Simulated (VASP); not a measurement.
# AlFe (R-3m) in VASP: single point with PBE

Aim: the single point of AlFe with PBE.

Program: VASP 6.6.1. These are calculated values, not measurements. Logs are shortened: lines on timing, memory, paths and dates and some standing lists are left out, and cuts for length are marked.

## Step 1: The cell of the first run

It takes space group R-3m (No. 166, trigonal). Conventional cell: a = 4.157 Å, b = 4.157 Å, c = 4.939 Å, α = 90.00°, β = 90.00°, γ = 120.00°. Within 3.3 Å of Al (site symmetry -3m) lie 8 Fe at 2.47 to 2.54 Å and 6 Al at 2.91 Å. Fe (site symmetry -3m) has 8 Al at 2.47 to 2.54 Å and 6 Fe at 2.91 Å within 3.3 Å.

## Step 2: Single point, PBE, collinear spin, ferromagnetic start (stretched by -2 % along [0.577, 0.577, 0.577] at fixed volume)

Input file INCAR:

```
PREC     = Accurate       # precision mode
ENCUT    = 520            # plane-wave cutoff, eV
EDIFF    = 1E-6           # SCF threshold, eV
ISMEAR   = -1             # smearing method
SIGMA    = 0.025          # smearing width, eV
LREAL    = False          # projectors in reciprocal space
LASPH    = True           # aspherical terms in the spheres
NELM     = 150            # most SCF steps
ALGO     = Normal         # electronic algorithm
ISIF     = 2              # what is computed and relaxed
LWAVE    = False          # write WAVECAR
LCHARG   = True           # write CHGCAR
ISPIN    = 2              # spin polarisation
MAGMOM   = 0 0.8          # initial moments
LORBIT   = 11             # projections on sites
LMAXMIX  = 4              # l up to which the mixer works
GGA      = PE             # functional
LELF     = True           # ELF
LVHAR    = True         
NBANDS   = 16             # bands
```

Input file KPOINTS:

```
Automatic mesh
0
Gamma
  10 10 10
```

Input file POSCAR:

```
AlFe
1.0
    2.9102959362     -0.0292479683     -0.0292479683
   -0.0292479683      2.9102959362     -0.0292479683
   -0.0292479683     -0.0292479683      2.9102959362
Al Fe
1 1
Direct
    0.0000000000      0.0000000000      0.0000000000
    0.5000000000      0.5000000000      0.5000000000
```

Potentials or basis: VASP PAW PBE potentials, release 64 (Al, Fe).

The run is started by

```console
> cat potpaw_PBE.64/Al/POTCAR potpaw_PBE.64/Fe/POTCAR > POTCAR
> mpirun -np 1 vasp_std > vasp.out
```

OUTCAR:

```text
PREC = Accurate
   ENCUT = 520
   EDIFF = 1E-6
   ISMEAR = -1
   LREAL = False
   LASPH = True
   NELM = 150
   ISIF = 2
   ISPIN = 2
   LORBIT = 11
   GGA = PE

 ion  position               nearest neighbor table
   1  0.000  0.000  0.000-   2 2.47   2 2.47   2 2.54   2 2.54   2 2.54   2 2.54   2 2.54   2 2.54

   2  0.500  0.500  0.500-   1 2.47   1 2.47   1 2.54   1 2.54   1 2.54   1 2.54   1 2.54   1 2.54

  LATTYP: Found a trigonal (rhomboedric) cell.
 ALAT       =     2.9105898584
 COS(alpha) =    -0.0199946145

  Lattice vectors:

 A1 = (   2.9102959362,  -0.0292479683,  -0.0292479683)
 A2 = (  -0.0292479683,   2.9102959362,  -0.0292479683)
 A3 = (  -0.0292479683,  -0.0292479683,   2.9102959362)

Analysis of symmetry for initial positions (statically):
=====================================================================
 Subroutine PRICEL returns:
 Original cell was already a primitive cell.

 Routine SETGRP: Setting up the symmetry group for a
 trigonal (rhombohedral) supercell.

 Subroutine GETGRP returns: Found 12 space group operations
 (whereof 12 operations were pure point group operations)
 out of a pool of 12 trial point group operations.

The static configuration has the point symmetry D_3d.

Analysis of symmetry for dynamics (positions and initial velocities):
=====================================================================
 Subroutine PRICEL returns:
 Original cell was already a primitive cell.

 Routine SETGRP: Setting up the symmetry group for a
 trigonal (rhombohedral) supercell.

 Subroutine GETGRP returns: Found 12 space group operations
 (whereof 12 operations were pure point group operations)
 out of a pool of 12 trial point group operations.

The dynamic configuration has the point symmetry D_3d.

Analysis of structural, dynamic, and magnetic symmetry:
=====================================================================
 Subroutine PRICEL returns:
 Original cell was already a primitive cell.

 Routine SETGRP: Setting up the symmetry group for a
 trigonal (rhombohedral) supercell.

 Subroutine GETGRP returns: Found 12 space group operations
 (whereof 12 operations were pure point group operations)
 out of a pool of 12 trial point group operations.

The overall configuration has the point symmetry D_3d.

 Subroutine INISYM returns: Found 12 space group operations
 (whereof 12 operations are pure point group operations),
 and found     1 'primitive' translations

----------------------------------------------------------------------------------------

                                     Primitive cell

  volume of cell :      24.6422

  direct lattice vectors                    reciprocal lattice vectors
     2.910295936 -0.029247968 -0.029247968     0.343677795  0.003488966  0.003488966
    -0.029247968  2.910295936 -0.029247968     0.003488966  0.343677795  0.003488966
    -0.029247968 -0.029247968  2.910295936     0.003488966  0.003488966  0.343677795

  length of vectors
     2.910589858  2.910589858  2.910589858     0.343713213  0.343713213  0.343713213

  position of ions in fractional coordinates (direct lattice)
     0.000000000  0.000000000  0.000000000
     0.500000000  0.500000000  0.500000000

  ion indices of the primitive-cell ions
   primitive index   ion index
                 1           1
                 2           2

----------------------------------------------------------------------------------------

 KPOINTS: Automatic mesh

Automatic generation of k-mesh.
 Grid dimensions read from file:
 generate k-points for:   10   10   10

 Generating k-lattice:

  Cartesian coordinates                     Fractional coordinates (reciprocal lattice)
     0.034367780  0.000348897  0.000348897     0.100000000  0.000000000  0.000000000
     0.000348897  0.034367780  0.000348897     0.000000000  0.100000000  0.000000000
     0.000348897  0.000348897  0.034367780     0.000000000  0.000000000  0.100000000

  Length of vectors
     0.034371321  0.034371321  0.034371321

  Shift w.r.t. Gamma in fractional coordinates (k-lattice)
     0.000000000  0.000000000  0.000000000

 Subroutine IBZKPT returns following result:
 ===========================================

 Found    116 irreducible k-points:

 Following reciprocal coordinates:
            Coordinates               Weight
  0.000000  0.000000  0.000000      1.000000
  0.100000 -0.000000 -0.000000      6.000000
  0.200000 -0.000000 -0.000000      6.000000
  0.300000 -0.000000 -0.000000      6.000000
  0.400000 -0.000000  0.000000      6.000000
  0.500000 -0.000000 -0.000000      3.000000
[... 16 lines left out ...]
  0.300000  0.300000  0.000000      6.000000
  0.400000  0.300000  0.000000     12.000000
 [... further k-points ...]
   k-points           NKPTS =    116   k-points in BZ     NKDIM =    116   number of bands    NBANDS=     16
   number of dos      NEDOS =    301   number of ions     NIONS =      2
   total plane-waves  NPLWV =  13824
   dimension x,y,z NGX =    24 NGY =   24 NGZ =   24
   dimension x,y,z NGXF=    48 NGYF=   48 NGZF=   48
   ions per type =               1   1
   NGX,Y,Z   is equivalent  to a cutoff of  13.71, 13.71, 13.71 a.u.
   NGXF,Y,Z  is equivalent  to a cutoff of  27.42, 27.42, 27.42 a.u.
 SYSTEM =  unknown system
   PREC   = accura    normal or accurate (medium, high low for compatibility)
   ISTART =      0    job   : 0-new  1-cont  2-samecut
   ICHARG =      2    charge: 1-file 2-atom 10-const
   ISPIN  =      2    spin polarized calculation?
   LNONCOLLINEAR =      F non collinear calculations
   LSORBIT =      F    spin-orbit coupling
   LASPH  =      T    aspherical Exc in radial PAW
   ENCUT  =  520.0 eV  38.22 Ry    6.18 a.u.   5.41  5.41  5.41*2*pi/ulx,y,z
   NELM   =    150;   NELMIN=  2; NELMDL= -5     # of ELM steps
   EDIFF  = 0.1E-05   stopping-criterion for ELM
   LREAL  =      F    real-space projection
   EDIFFG = 0.1E-04   stopping-criterion for IOM
   NSW    =      0    number of steps for IOM
   IBRION =     -1    ionic relax: 0-MD 1-quasi-New 2-CG
   NFREE  =      0    steps in history (QN), initial steepest desc. (CG)
   ISIF   =      2    stress and relaxation
   ISYM   =      2    0-nonsym 1-usesym 2-fastsym
   POTIM  = 0.5000    time-step for ionic-motion
   TEBEG  =    0.0;   TEEND  =   0.0 temperature during run
   PSTRESS=    0.0 pullay stress
   NELECT =      11.0000    total number of electrons
   NUPDOWN=      -1.0000    fix difference up-down
   EMIN   =  10.00;   EMAX   =-10.00  energy-range for DOS
   EFERMI =   0.00;   METHOD = LEGACY
   ISMEAR =    -1;   SIGMA  =   0.03  broadening in eV -4-tet -1-fermi 0-gaus
   EFERMI_NEDOS =   21; number of points for ismear=-14 and -15
   IALGO  =     38    algorithm
   IMIX   =      4    mixing-type and parameters
     AMIX     =   0.40;   BMIX     =  1.00
     AMIX_MAG =   1.60;   BMIX_MAG =  1.00
  volume/ion in A,a.u.               =      12.32        83.15
  Fermi-wavevector in a.u.,A,eV,Ry     =   1.251160  2.364349 21.298567  1.565401
  Thomas-Fermi vector in A             =   2.385120
   LORBIT       =     11    0 simple, 1 ext, 2 COOP (PROOUT), +10 PAW based schemes
   GGA     = PE    functional components
   LHFCALC =     F    Hartree Fock is set to
   AEXX    =    0.0000 exact exchange contribution
   IVDW    =     0    specifies the selected vdW correction
   LEPSILON=     F    determine dielectric tensor
   LRPA    =     F    only Hartree local field effects (RPA)
 spin polarized calculation
  energy-cutoff  :      520.00
  volume of cell :       24.64
 maximum number of plane-waves:       696
 NGX is ok and might be reduce to    24
   NGX = 11   NGY = 11   NGZ = 11

 number of electron      10.9999995 magnetization       0.7613538

 Free energy of the ion-electron system (eV)
  ---------------------------------------------------
  ext. energy  EPLUGINS =         0.00000000
  ---------------------------------------------------
  free energy    TOTEN  =       -12.62314908 eV

  energy without entropy =      -12.61853069  energy(sigma->0) =      -12.62083988

 E-fermi :   7.6871     XC(G=0): -11.9706

 val. band max:        7.6854311751   @ k =  -0.2000   0.3000   0.1000
 cond. band min:       7.6941180477   @ k =  -0.3000   0.4000   0.2000
 fundamental gap:      0.0086868726
 Fermi energy:         7.6870685965

 spin component 1

 k-point     1 :       0.0000    0.0000    0.0000
  band No.  band energies     occupation
      1      -2.5578      1.00000
      2       5.2156      1.00000
      3       5.2156      1.00000
      4       7.2179      1.00000
      5       7.2180      1.00000
      6       7.2180      1.00000
[... 8 lines left out ...]
     15      28.9762      0.00000
     16      30.3257      0.00000

 k-point     2 :       0.1000   -0.0000   -0.0000
  band No.  band energies     occupation
      1      -2.3752      1.00000
      2       5.1959      1.00000
      3       5.2666      1.00000
      4       7.1135      1.00000
      5       7.1189      1.00000
      6       7.2286      1.00000
[... 8 lines left out ...]
     15      28.8965      0.00000
     16      29.1644      0.00000

 k-point     3 :       0.2000   -0.0000   -0.0000
  band No.  band energies     occupation
      1      -1.8341      1.00000
      2       5.0256      1.00000
      3       5.4040      1.00000
      4       6.8625      1.00000
      5       6.8795      1.00000
      6       7.2564      1.00000
[... 8 lines left out ...]
     15      27.0448      0.00000
     16      28.7219      0.00000
[... 362 lines left out ...]
 k-point    23 :       0.3000    0.3000    0.0000
  band No.  band energies     occupation
      1       0.5612      1.00000
      2       4.7166      1.00000
      3       5.2854      1.00000
      4       6.3003      1.00000
      5       6.6884      1.00000
      6       6.7736      1.00000
[... 8 lines left out ...]
     15      26.7858      0.00000
     16      27.3935      0.00000

 k-point    24 :       0.4000    0.3000    0.0000
  band No.  band energies     occupation
      1       1.5700      1.00000
      2       3.9902      1.00000
      3       5.5438      1.00000
      4       6.2443      1.00000
      5       6.5438      1.00000
      6       6.7822      1.00000
[... 8 lines left out ...]
     15      27.0180      0.00000
     16      28.8264      0.00000

 [... further k-points ...]

 spin component 2

 k-point     1 :       0.0000    0.0000    0.0000
  band No.  band energies     occupation
      1      -2.5603      1.00000
      2       5.6671      1.00000
      3       5.6671      1.00000
      4       8.0220      0.00000
      5       8.1393      0.00000
      6       8.1393      0.00000
[... 8 lines left out ...]
     15      29.0088      0.00000
     16      30.2926      0.00000

 k-point     2 :       0.1000   -0.0000   -0.0000
  band No.  band energies     occupation
      1      -2.3779      1.00000
      2       5.6256      1.00000
      3       5.7240      1.00000
      4       7.9226      0.00008
      5       8.0221      0.00000
      6       8.1280      0.00000
[... 8 lines left out ...]
     15      28.9204      0.00000
     16      29.1813      0.00000

 k-point     3 :       0.2000   -0.0000   -0.0000
  band No.  band energies     occupation
      1      -1.8373      1.00000
      2       5.3689      1.00000
      3       5.8780      1.00000
      4       7.6446      0.84526
      5       7.7454      0.08841
      6       8.1492      0.00000
[... 8 lines left out ...]
     15      27.1078      0.00000
     16      28.7472      0.00000
[... 362 lines left out ...]
 k-point    23 :       0.3000    0.3000    0.0000
  band No.  band energies     occupation
      1       0.5684      1.00000
      2       5.0942      1.00000
      3       5.4904      1.00000
      4       6.8927      1.00000
      5       7.4663      0.99985
      6       7.6421      0.85783
[... 8 lines left out ...]
     15      26.7358      0.00000
     16      27.3985      0.00000

 k-point    24 :       0.4000    0.3000    0.0000
  band No.  band energies     occupation
      1       1.6006      1.00000
      2       4.1827      1.00000
      3       5.8390      1.00000
      4       6.7693      1.00000
      5       7.3349      1.00000
      6       7.6243      0.92480
[... 8 lines left out ...]
     15      26.9925      0.00000
     16      28.7563      0.00000

 [... further k-points ...]
[... 5 lines left out ...]
  --------------------------------------------------------------------------------------
  -------------------------------------------------------------------------------------
  Total       -0.8758409     -0.8758409     -0.8758409      0.4089813      0.4089813      0.4089813
  in kB      -56.9451649    -56.9451649    -56.9451649     26.5910229     26.5910229     26.5910229
  external PRESSURE =     -56.9451649 kB  Pullay stress =       0.0000000 kB

 VOLUME and BASIS-vectors are now :
 -----------------------------------------------------------------------------
  energy-cutoff  :      520.00
  volume of cell :       24.64
      direct lattice vectors                 reciprocal lattice vectors
     2.910295936 -0.029247968 -0.029247968     0.343677795  0.003488966  0.003488966
    -0.029247968  2.910295936 -0.029247968     0.003488966  0.343677795  0.003488966
    -0.029247968 -0.029247968  2.910295936     0.003488966  0.003488966  0.343677795

 POSITION                                       TOTAL-FORCE (eV/Angst)
 -----------------------------------------------------------------------------------
      0.00000      0.00000      0.00000         0.000000     -0.000000      0.000000
      1.42590      1.42590      1.42590        -0.000000      0.000000      0.000000
 -----------------------------------------------------------------------------------
    total drift:                                0.000000     -0.000000     -0.000000

  FREE ENERGIE OF THE ION-ELECTRON SYSTEM (eV)
  ---------------------------------------------------
  free  energy   TOTEN  =       -12.6231490815 eV

  energy  without entropy=      -12.6185306863  energy(sigma->0) =      -12.62083988

 total charge

# of ion       s       p       d       tot
------------------------------------------
    1        0.396   0.420   0.000   0.816
    2        0.417   0.474   6.453   7.344
--------------------------------------------------
tot          0.813   0.894   6.453   8.160

 magnetization (x)

# of ion       s       p       d       tot
------------------------------------------
    1       -0.009  -0.019   0.000  -0.028
    2        0.000   0.007   0.806   0.813
--------------------------------------------------
tot         -0.008  -0.012   0.806   0.786
```

It took 1.8 min on 1 thread of Oxide Virtual Turin-like, shared host; peak memory 0.17 GiB.

What came out:

| Quantity | Value |
| --- | --- |
| Free energy | -12.6231 eV |
| Pressure | -5.7 GPa |
| Net moment | 0.76 μB per cell |
| Site moments | Al -0.03; Fe +0.81 μB |
| Valence electrons inside the program's atomic spheres | Al 0.82; Fe 7.34 |

Stress tensor (GPa, compression positive):
```
-5.69  2.66  2.66
 2.66 -5.69  2.66
 2.66  2.66 -5.69
```

Levels at points of the mesh, in eV from the Fermi level:
Spin up:
```tsv
k point	band 3	band 4	band 5	band 6	band 7	band 8	band 9	band 10
(0.00, 0.00, 0.00)	-2.47	-0.47	-0.47	-0.47	6.00	6.16	6.16	9.08
(0.50, 0.00, 0.00)	-1.90	-1.38	-1.33	-0.36	0.72	8.58	10.71	10.84
(0.50, 0.50, 0.00)	-2.26	-1.97	-1.15	-1.12	0.29	2.98	3.74	12.30
(0.50, 0.50, 0.50)	-3.45	0.33	0.33	2.73	2.73	3.04	4.03	5.50
```
Spin down:
| k point | band 3 | band 4 | band 5 | band 6 | band 7 | band 8 |
| --- | --- | --- | --- | --- | --- | --- |
| (0.00, 0.00, 0.00) | -2.02 | 0.33 | 0.45 | 0.45 | 6.02 | 6.18 |
| (0.50, 0.00, 0.00) | -1.37 | -0.65 | -0.53 | 0.54 | 1.33 | 8.45 |
| (0.50, 0.50, 0.00) | -2.14 | -1.99 | -0.35 | -0.31 | 0.95 | 3.39 |
| (0.50, 0.50, 0.50) | -3.05 | 0.99 | 0.99 | 2.80 | 2.80 | 3.08 |

Caveat: the cell stands under tension.
